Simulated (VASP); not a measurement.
# Ti (Immm) in VASP: a series of runs

Runs on Ti. Level: PBEsol. Tasks: single point.

Program: VASP 6.6.1. These are calculated values, not measurements. Logs are shortened: lines on timing, memory, paths and dates and some standing lists are left out, and cuts for length are marked.

## 1. The cell of the first run

It takes space group Immm (No. 71, orthorhombic). The conventional cell has a = 2.763 Å, b = 2.979 Å, c = 4.060 Å, α = 90.00°, β = 90.00°, γ = 90.00°. Ti (site symmetry mmm) has 12 Ti at 2.76 to 2.98 Å within 3.6 Å.

## 2. Single point, PBEsol (strain -0.0750 x Voigt [0, 0, 0, 1, 0, 0])

Input file INCAR:

```
PREC = Accurate
ENCUT = 520
EDIFF = 1E-6
ISMEAR = 0
SIGMA = 0.15
LREAL = False
LASPH = True
NELM = 100
ALGO = Fast
ISIF = 2
LWAVE = False
LCHARG = False
GGA = PS
NBANDS = 12
```

Input file KPOINTS:

```
regular mesh
0
Gamma
  20 20 20
```

Input file POSCAR:

```
Ti
1.0
    0.0000000000      1.9538750000      1.9538750000
    2.0300000000     -0.0761250000      2.0300000000
    2.0300000000      2.0300000000     -0.0761250000
Ti
1
Direct
    0.0000000000      0.0000000000      0.0000000000
```

Potentials or basis: VASP PAW PBE potentials, release 64 (Ti_sv).

The run is started by

```
> cat potpaw_PBE.64/Ti_sv/POTCAR > POTCAR
> mpirun -np 1 vasp_std > vasp.out
```

OUTCAR:

```text
PREC = Accurate
   ENCUT = 520
   EDIFF = 1E-6
   ISMEAR = 0
   LREAL = False
   LASPH = True
   NELM = 100
   ISIF = 2
   GGA = PS

 ion  position               nearest neighbor table
   1  0.000  0.000  0.000-

  LATTYP: Found a body centered orthorhombic cell.
 ALAT       =     2.7631965242
 B/A-ratio  =     1.0779220779
 C/A-ratio  =     1.4693127921

  Lattice vectors:

 A1 = (  -2.0300000000,   0.0761250000,  -2.0300000000)
 A2 = (  -2.0300000000,  -0.0761250000,   2.0300000000)
 A3 = (   2.0300000000,   2.0300000000,  -0.0761250000)

Analysis of symmetry for initial positions (statically):
=====================================================================
 Subroutine PRICEL returns:
 Original cell was already a primitive cell.

 Routine SETGRP: Setting up the symmetry group for a
 body centered orthorhombic supercell.

 Subroutine GETGRP returns: Found  8 space group operations
 (whereof  8 operations were pure point group operations)
 out of a pool of  8 trial point group operations.

The static configuration has the point symmetry D_2h.

Analysis of symmetry for dynamics (positions and initial velocities):
=====================================================================
 Subroutine PRICEL returns:
 Original cell was already a primitive cell.

 Routine SETGRP: Setting up the symmetry group for a
 body centered orthorhombic supercell.

 Subroutine GETGRP returns: Found  8 space group operations
 (whereof  8 operations were pure point group operations)
 out of a pool of  8 trial point group operations.

The dynamic configuration has the point symmetry D_2h.

 Subroutine INISYM returns: Found  8 space group operations
 (whereof  8 operations are pure point group operations),
 and found     1 'primitive' translations

----------------------------------------------------------------------------------------

                                     Primitive cell

  volume of cell :      16.7073

  direct lattice vectors                    reciprocal lattice vectors
     0.000000000  1.953875000  1.953875000    -0.246305419  0.255901734  0.255901734
     2.030000000 -0.076125000  2.030000000     0.246305419 -0.237402813  0.237402813
     2.030000000  2.030000000 -0.076125000     0.246305419  0.237402813 -0.237402813

  length of vectors
     2.763196524  2.871862639  2.871862639     0.437764496  0.416397107  0.416397107

  position of ions in fractional coordinates (direct lattice)
     0.000000000  0.000000000  0.000000000

  ion indices of the primitive-cell ions
   primitive index   ion index
                 1           1

----------------------------------------------------------------------------------------

 KPOINTS: regular mesh

Automatic generation of k-mesh.
 Grid dimensions read from file:
 generate k-points for:   20   20   20

 Generating k-lattice:

  Cartesian coordinates                     Fractional coordinates (reciprocal lattice)
    -0.012315271  0.012795087  0.012795087     0.050000000  0.000000000  0.000000000
     0.012315271 -0.011870141  0.011870141     0.000000000  0.050000000  0.000000000
     0.012315271  0.011870141 -0.011870141     0.000000000  0.000000000  0.050000000

  Length of vectors
     0.021888225  0.020819855  0.020819855

  Shift w.r.t. Gamma in fractional coordinates (k-lattice)
     0.000000000  0.000000000  0.000000000

 Subroutine IBZKPT returns following result:
 ===========================================

 Found   1166 irreducible k-points:

 Following reciprocal coordinates:
            Coordinates               Weight
  0.000000  0.000000  0.000000      1.000000
  0.050000  0.000000  0.000000      4.000000
  0.100000 -0.000000 -0.000000      4.000000
  0.150000  0.000000  0.000000      4.000000
  0.200000 -0.000000 -0.000000      4.000000
  0.250000  0.000000 -0.000000      4.000000
[... 16 lines left out ...]
 -0.450000  0.050000  0.000000      8.000000
 -0.400000  0.050000  0.000000      8.000000
 [... further k-points ...]
   k-points           NKPTS =   1166   k-points in BZ     NKDIM =   1166   number of bands    NBANDS=     12
   number of dos      NEDOS =    301   number of ions     NIONS =      1
   total plane-waves  NPLWV =  13824
   dimension x,y,z NGX =    24 NGY =   24 NGZ =   24
   dimension x,y,z NGXF=    48 NGYF=   48 NGZF=   48
   ions per type =               1
   NGX,Y,Z   is equivalent  to a cutoff of  14.44, 13.89, 13.89 a.u.
   NGXF,Y,Z  is equivalent  to a cutoff of  28.88, 27.79, 27.79 a.u.
 SYSTEM =  unknown system
   PREC   = accura    normal or accurate (medium, high low for compatibility)
   ISTART =      0    job   : 0-new  1-cont  2-samecut
   ICHARG =      2    charge: 1-file 2-atom 10-const
   ISPIN  =      1    spin polarized calculation?
   LNONCOLLINEAR =      F non collinear calculations
   LSORBIT =      F    spin-orbit coupling
   LASPH  =      T    aspherical Exc in radial PAW
   ENCUT  =  520.0 eV  38.22 Ry    6.18 a.u.   5.14  5.34  5.34*2*pi/ulx,y,z
   NELM   =    100;   NELMIN=  2; NELMDL= -5     # of ELM steps
   EDIFF  = 0.1E-05   stopping-criterion for ELM
   LREAL  =      F    real-space projection
   EDIFFG = 0.1E-04   stopping-criterion for IOM
   NSW    =      0    number of steps for IOM
   IBRION =     -1    ionic relax: 0-MD 1-quasi-New 2-CG
   NFREE  =      0    steps in history (QN), initial steepest desc. (CG)
   ISIF   =      2    stress and relaxation
   ISYM   =      2    0-nonsym 1-usesym 2-fastsym
   POTIM  = 0.5000    time-step for ionic-motion
   TEBEG  =    0.0;   TEEND  =   0.0 temperature during run
   PSTRESS=    0.0 pullay stress
   NELECT =      12.0000    total number of electrons
   NUPDOWN=      -1.0000    fix difference up-down
   EMIN   =  10.00;   EMAX   =-10.00  energy-range for DOS
   EFERMI =   0.00;   METHOD = LEGACY
   ISMEAR =     0;   SIGMA  =   0.15  broadening in eV -4-tet -1-fermi 0-gaus
   EFERMI_NEDOS =   21; number of points for ismear=-14 and -15
   IALGO  =     68    algorithm
   IMIX   =      4    mixing-type and parameters
     AMIX     =   0.40;   BMIX     =  1.00
     AMIX_MAG =   1.60;   BMIX_MAG =  1.00
  volume/ion in A,a.u.               =      16.71       112.75
  Fermi-wavevector in a.u.,A,eV,Ry     =   1.466109  2.770544 29.245391  2.149476
  Thomas-Fermi vector in A             =   2.581886
   LORBIT       =      0    0 simple, 1 ext, 2 COOP (PROOUT), +10 PAW based schemes
   GGA     = PS    functional components
   LHFCALC =     F    Hartree Fock is set to
   AEXX    =    0.0000 exact exchange contribution
   IVDW    =     0    specifies the selected vdW correction
   LEPSILON=     F    determine dielectric tensor
   LRPA    =     F    only Hartree local field effects (RPA)
 non-spin polarized calculation
 RMM-DIIS sequential band-by-band and
 Gauss-broadening in eV      SIGMA  =   0.15
  energy-cutoff  :      520.00
  volume of cell :       16.71
 maximum number of plane-waves:       467
 NGX is ok and might be reduce to    24
   NGX = 11   NGY = 11   NGZ = 11

 number of electron      11.9999997 magnetization

 Free energy of the ion-electron system (eV)
  ---------------------------------------------------
  ext. energy  EPLUGINS =         0.00000000
  ---------------------------------------------------
  free energy    TOTEN  =        -8.27548182 eV

  energy without entropy =       -8.25712490  energy(sigma->0) =       -8.26630336

 E-fermi :   8.5156     XC(G=0): -11.8196

 val. band max:        8.5145296592   @ k =  -0.3500   0.3000   0.3000
 cond. band min:       8.5159098313   @ k =  -0.3500   0.1500   0.1000
 fundamental gap:      0.0013801721
 Fermi energy:         8.5155868956

 k-point     1 :       0.0000    0.0000    0.0000
  band No.  band energies     occupation
      1     -47.9016      2.00000
      2     -23.8497      2.00000
      3     -23.8093      2.00000
      4     -23.7452      2.00000
      5       2.3271      2.00000
      6       9.0206      0.00000
      7       9.3116      0.00000
      8       9.8275      0.00000
      9      11.1644      0.00000
     10      11.1725      0.00000
     11      23.8955      0.00000
     12      27.5630      0.00000

 k-point     2 :       0.0500    0.0000    0.0000
  band No.  band energies     occupation
      1     -47.8974      2.00000
      2     -23.8520      2.00000
      3     -23.8179      2.00000
      4     -23.7617      2.00000
      5       2.4163      2.00000
      6       9.0562      0.00000
      7       9.3303      0.00000
      8       9.7924      0.00000
      9      11.1307      0.00000
     10      11.1430      0.00000
     11      23.9985      0.00000
     12      27.6418      0.00000

 k-point     3 :       0.1000   -0.0000   -0.0000
  band No.  band energies     occupation
      1     -47.8855      2.00000
      2     -23.8588      2.00000
      3     -23.8588      2.00000
      4     -23.7933      2.00000
      5       2.6783      2.00000
      6       9.1533      0.00000
      7       9.3207      0.00000
      8       9.7591      0.00000
      9      11.0441      0.00000
     10      11.0660      0.00000
     11      24.2625      0.00000
     12      27.0300      0.00000

 k-point     4 :       0.1500    0.0000    0.0000
  band No.  band energies     occupation
      1     -47.8668      2.00000
      2     -23.9476      2.00000
      3     -23.8692      2.00000
      4     -23.8166      2.00000
      5       3.0964      2.00000
      6       9.1654      0.00000
      7       9.2786      0.00000
      8       9.8513      0.00000
      9      10.9506      0.00000
     10      10.9812      0.00000
     11      24.5311      0.00000
     12      25.5260      0.00000

 k-point     5 :       0.2000   -0.0000   -0.0000
  band No.  band energies     occupation
      1     -47.8432      2.00000
      2     -24.0660      2.00000
      3     -23.8824      2.00000
      4     -23.8380      2.00000
      5       3.6399      2.00000
      6       8.9359      0.00007
      7       9.3690      0.00000
      8       9.9708      0.00000
      9      10.9267      0.00000
     10      10.9763      0.00000
     11      23.8658      0.00000
     12      24.8244      0.00000
[... 228 lines left out ...]
      1     -47.7365      2.00000
      2     -24.5758      2.00000
      3     -23.9445      2.00000
      4     -23.9285      2.00000
      5       5.8573      2.00000
      6       8.8423      0.00207
      7       9.2800      0.00000
      8       9.5970      0.00000
      9      12.1017      0.00000
     10      12.4356      0.00000
     11      18.0036      0.00000
     12      23.1312      0.00000

 k-point    22 :       0.5000    0.0500    0.0000
  band No.  band energies     occupation
      1     -47.7299      2.00000
      2     -24.6056      2.00000
      3     -23.9508      2.00000
      4     -23.9324      2.00000
      5       5.9215      2.00000
      6       8.8066      0.00607
      7       9.4580      0.00000
      8       9.6096      0.00000
      9      12.2591      0.00000
     10      12.5349      0.00000
     11      17.5146      0.00000
     12      22.9624      0.00000

 k-point    23 :      -0.4500    0.0500    0.0000
  band No.  band energies     occupation
      1     -47.7318      2.00000
      2     -24.5962      2.00000
      3     -23.9538      2.00000
      4     -23.9286      2.00000
      5       5.9054      2.00000
      6       8.8239      0.00365
      7       9.4198      0.00000
      8       9.6091      0.00000
      9      12.2296      0.00000
     10      12.4874      0.00000
     11      17.6315      0.00000
     12      22.9816      0.00000

 k-point    24 :      -0.4000    0.0500    0.0000
  band No.  band energies     occupation
      1     -47.7418      2.00000
      2     -24.5486      2.00000
      3     -23.9519      2.00000
      4     -23.9183      2.00000
      5       5.7991      2.00000
      6       8.8875      0.00045
      7       9.1866      0.00000
      8       9.6100      0.00000
      9      12.0258      0.00000
     10      12.3136      0.00000
     11      18.3115      0.00000
     12      23.1814      0.00000

 [... further k-points ...]
[... 5 lines left out ...]
  --------------------------------------------------------------------------------------
  -------------------------------------------------------------------------------------
  Total       -0.0610596     -0.0249399     -0.0249399      0.0000000      0.4496402      0.0000000
  in kB       -5.8554179     -2.3916549     -2.3916549      0.0000000     43.1190058      0.0000000
  external PRESSURE =      -3.5462426 kB  Pullay stress =       0.0000000 kB

 VOLUME and BASIS-vectors are now :
 -----------------------------------------------------------------------------
  energy-cutoff  :      520.00
  volume of cell :       16.71
      direct lattice vectors                 reciprocal lattice vectors
     0.000000000  1.953875000  1.953875000    -0.246305419  0.255901734  0.255901734
     2.030000000 -0.076125000  2.030000000     0.246305419 -0.237402813  0.237402813
     2.030000000  2.030000000 -0.076125000     0.246305419  0.237402813 -0.237402813

 POSITION                                       TOTAL-FORCE (eV/Angst)
 -----------------------------------------------------------------------------------
      0.00000      0.00000      0.00000         0.000000      0.000000     -0.000000
 -----------------------------------------------------------------------------------
    total drift:                                0.000000      0.000000      0.000000

  FREE ENERGIE OF THE ION-ELECTRON SYSTEM (eV)
  ---------------------------------------------------
  free  energy   TOTEN  =        -8.2754818158 eV

  energy  without entropy=       -8.2571248975  energy(sigma->0) =       -8.26630336
```

Wall time 2.6 min (1 thread of Intel Xeon 6975P-C (Granite Rapids), shared host); peak memory 0.34 GiB.

What came out:

* Free energy: -8.2755 eV
* Pressure: -0.4 GPa
* Band gap on the k mesh: zero (bands 6 and 7 overlap by 1.17 eV)

Caveat: the cell differs from its parent crystal (strain -0.0750 x Voigt [0, 0, 0, 1, 0, 0]); the PAW data sets were made with another functional, which shifts forces and pressure a little.

## 3. Single point, PBEsol (strain +0.0375 x Voigt [0, 0, 0, 1, 0, 0])

Input file INCAR:

```
SYSTEM = Ti
  PREC = Accurate
  ENCUT = 520
  EDIFF = 1E-7
  ISMEAR = 0
  SIGMA = 0.15
  LREAL = .False.
  LASPH = .True.
  NELM = 60
  ALGO = Fast
  ISIF = 2
  LWAVE = .False.
  LCHARG = .False.
  GGA = PS
  NBANDS = 12
```

Input file KPOINTS:

```
regular mesh
0
Gamma
  20 20 20
  0 0 0
```

Input file POSCAR:

```
Ti
1.0
    0.0000000000      2.0680625000      2.0680625000
    2.0300000000      0.0380625000      2.0300000000
    2.0300000000      2.0300000000      0.0380625000
Ti
1
Direct
    0.0000000000      0.0000000000      0.0000000000
```

Potentials or basis: VASP PAW PBE potentials, release 64 (Ti_sv).

The run is started by

```
> cat potpaw_PBE.64/Ti_sv/POTCAR > POTCAR
> mpirun -np 1 vasp_std > vasp.out
```

It took 2.9 min on 1 thread of Intel Xeon 6975P-C (Granite Rapids), shared host; peak memory 0.33 GiB.

Results (log left out):

- Free energy: -8.2883 eV
- Pressure: -0.5 GPa
- Band gap on the k mesh: zero (bands 6 and 7 overlap by 1.20 eV)

Stress tensor (GPa, compression positive):
```
-0.56  0.00  0.00
 0.00 -0.48 -2.23
 0.00 -2.23 -0.48
```

Levels at points of the mesh, in eV from the Fermi level:
| k point | band 2 | band 3 | band 4 | band 5 | band 6 | band 7 | band 8 | band 9 | band 10 | band 11 |
| --- | --- | --- | --- | --- | --- | --- | --- | --- | --- | --- |
| (0.00, 0.00, 0.00) | -32.35 | -32.32 | -32.30 | -6.19 | 0.70 | 0.87 | 1.10 | 2.62 | 2.62 | 15.45 |
| (0.50, 0.00, 0.00) | -33.08 | -32.41 | -32.39 | -2.70 | 0.57 | 0.64 | 0.97 | 3.63 | 3.81 | 8.39 |
| (0.00, 0.50, 0.00) | -33.11 | -32.44 | -32.43 | -2.66 | 0.56 | 0.89 | 0.92 | 3.70 | 3.86 | 8.77 |
| (0.50, 0.50, 0.00) | -33.04 | -32.59 | -32.59 | -2.72 | -1.82 | 3.02 | 3.70 | 4.05 | 4.09 | 12.10 |
| (0.00, 0.50, 0.50) | -33.04 | -32.63 | -32.55 | -2.72 | -1.82 | 3.01 | 3.74 | 4.06 | 4.06 | 11.00 |

Caveat: the cell differs from its parent crystal (strain +0.0375 x Voigt [0, 0, 0, 1, 0, 0]); the PAW data sets were made with another functional, which shifts forces and pressure a little.

## 4. Single point, PBEsol (strain +0.0562 x Voigt [0, 0, 0, 1, 0, 0])

Input file INCAR:

```
  ALGO = Fast
  EDIFF = 1E-7
  ENCUT = 520
  GGA = PS
  ISIF = 2
  ISMEAR = 0
  LASPH = T
  LCHARG = F
  LREAL = F
  LWAVE = F
  NBANDS = 12
  NELM = 60
  PREC = Accurate
  SIGMA = 0.15
```

Input file KPOINTS:

```
k-points
0
Gamma
  20 20 20
```

Input file POSCAR:

```
Ti
1.0
    0.0000000000      2.0870430000      2.0870430000
    2.0300000000      0.0570430000      2.0300000000
    2.0300000000      2.0300000000      0.0570430000
Ti
1
Direct
    0.0000000000      0.0000000000      0.0000000000
```

The run is started by

```
> cat potpaw_PBE.64/Ti_sv/POTCAR > POTCAR
> mpirun -np 1 vasp_std > vasp.out
```

Run time: 3 min. Hardware: 1 thread of Intel Xeon 6975P-C (Granite Rapids), shared host; peak memory 0.34 GiB.

Results (log left out):

```yaml
Free_energy: -8.2829 eV
Pressure: -0.4 GPa
Band_gap_on_the_k_mesh: zero (bands 6 and 7 overlap by 1.22 eV)
```

Stress tensor (GPa, compression positive):
```
-0.56  0.00  0.00
 0.00 -0.37 -3.30
 0.00 -3.30 -0.37
```

Levels at points of the mesh, in eV from the Fermi level:
```
           k point  band 4  band 5  band 6  band 7  band 8  band 9
(0.00, 0.00, 0.00)  -32.28   -6.19    0.60    0.84    1.21    2.63
(0.50, 0.00, 0.00)  -32.37   -2.71    0.49    0.58    1.08    3.57
(0.00, 0.50, 0.00)  -32.44   -2.66    0.47    0.94    1.01    3.68
(0.50, 0.50, 0.00)  -32.59   -2.72   -1.82    3.04    3.67    4.04
(0.00, 0.50, 0.50)  -32.52   -2.72   -1.83    3.01    3.75    4.06
```

Caveat: the cell differs from its parent crystal (strain +0.0562 x Voigt [0, 0, 0, 1, 0, 0]); the PAW data sets were made with another functional, which shifts forces and pressure a little.

## 5. Single point, PBEsol (strain +0.0187 x Voigt [0, 0, 0, 1, 0, 0])

Input file INCAR:

```
SYSTEM = Ti
PREC = Accurate
ENCUT = 520
EDIFF = 1E-7
ISMEAR = 0
SIGMA = 0.15
LREAL = .False.
LASPH = .True.
NELM = 100
ALGO = Fast
ISIF = 2
LWAVE = .False.
LCHARG = .False.
GGA = PS
NBANDS = 12
```

Input file KPOINTS:

```
regular mesh
0
Gamma
  20 20 20
  0 0 0
```

Input file POSCAR:

```
Ti
1.0
    0.0000000000      2.0489805000      2.0489805000
    2.0300000000      0.0189805000      2.0300000000
    2.0300000000      2.0300000000      0.0189805000
Ti
1
Direct
    0.0000000000      0.0000000000      0.0000000000
```

The run is started by

```
> cat potpaw_PBE.64/Ti_sv/POTCAR > POTCAR
> mpirun -np 1 vasp_std > vasp.out
```

Run time: 2.7 min. Hardware: 1 thread of Intel Xeon 6975P-C (Granite Rapids), shared host; peak memory 0.33 GiB.

It converged, with:

```yaml
Free_energy: -8.2916 eV
Pressure: -0.6 GPa
Band_gap_on_the_k_mesh: zero (bands 6 and 7 overlap by 1.24 eV)
```

Stress tensor (GPa, compression positive):
```
-0.56  0.00  0.00
 0.00 -0.54 -1.12
 0.00 -1.12 -0.54
```

Levels at points of the mesh, in eV from the Fermi level:
| k point | band 4 | band 5 | band 6 | band 7 | band 8 | band 9 |
| --- | --- | --- | --- | --- | --- | --- |
| (0.00, 0.00, 0.00) | -32.31 | -6.19 | 0.80 | 0.89 | 1.00 | 2.61 |
| (0.50, 0.00, 0.00) | -32.41 | -2.69 | 0.65 | 0.70 | 0.87 | 3.70 |
| (0.00, 0.50, 0.00) | -32.43 | -2.67 | 0.67 | 0.83 | 0.83 | 3.73 |
| (0.50, 0.50, 0.00) | -32.59 | -2.72 | -1.82 | 3.02 | 3.73 | 4.05 |
| (0.00, 0.50, 0.50) | -32.57 | -2.72 | -1.82 | 3.01 | 3.74 | 4.05 |

Caveat: the cell differs from its parent crystal (strain +0.0187 x Voigt [0, 0, 0, 1, 0, 0]); the PAW data sets were made with another functional, which shifts forces and pressure a little.

## 6. The runs side by side

```tsv
cell	further INCAR settings	gap on the mesh (eV)	pressure (GPa)
a = 2.763, b = 2.872, c = 2.872 Å, angles 62.5, 61.2, 61.2°, 1 atom	ALGO = Fast; EDIFF = 1e-06; NBANDS = 12	none	-0.4
a = 2.925, b = 2.871, c = 2.871 Å, angles 58.8, 59.4, 59.4°, 1 atom	ALGO = Fast; EDIFF = 1e-07; NBANDS = 12	none	-0.5
a = 2.952, b = 2.871, c = 2.871 Å, angles 58.1, 59.1, 59.1°, 1 atom	ALGO = Fast; EDIFF = 1e-07; NBANDS = 12	none	-0.4
a = 2.898, b = 2.871, c = 2.871 Å, angles 59.4, 59.7, 59.7°, 1 atom	ALGO = Fast; EDIFF = 1e-07; NBANDS = 12	none	-0.6
```

Alike in all rows: task single point; level PBEsol; potentials or basis VASP PAW PBE potentials, release 64 (Ti_sv); no spin polarisation; k mesh 20 × 20 × 20; cutoff (eV) 520; smearing gaussian 0.15 eV.

Caveats: the PAW data sets were made with another functional, which shifts forces and pressure a little.

Absolute energies hang on the potentials; compare differences alone.
